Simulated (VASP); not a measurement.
Runs of VASP 6.6.1 on Pd. The structure is that of space group Fm-3m (No. 225), or close to it. The cells are those of the table. 

| cell | gap on the mesh (eV) | pressure (GPa) |
| --- | --- | --- |
| a = 2.789 Å, angles 60.0°, 1 atom | none | -9.4 |
| a = 2.771 Å, angles 60.0°, 1 atom | none | (b) |
| a = 2.807 Å, angles 60.0°, 1 atom | none | -12.1 |
| a = 2.716 Å, angles 60.0°, 1 atom | none | (a) |
| a = 2.734 Å, angles 60.0°, 1 atom | none | 1.1 |
| a = 2.697 Å, angles 60.0°, 1 atom | none | 10.9 |
| a = 2.753 Å, angles 60.0°, 1 atom | none | -2.8 |

Alike in all rows: task single point; level PBEsol; potentials or basis VASP PAW PBE potentials, release 64 (Pd); no spin polarisation; k mesh 12 × 12 × 12; cutoff (eV) 520; smearing fermi-dirac 0.1 eV.

Problem. Estimate the missing entries.

Solution. (a) 5.7; (b) -6.4.

Caveats: the PAW data sets were made with another functional, which shifts forces and pressure a little.

A k mesh can miss the band edges, and the runs leave out spin-orbit coupling on Pd.

A gap of «none» marks levels without a gap at the run's occupations.
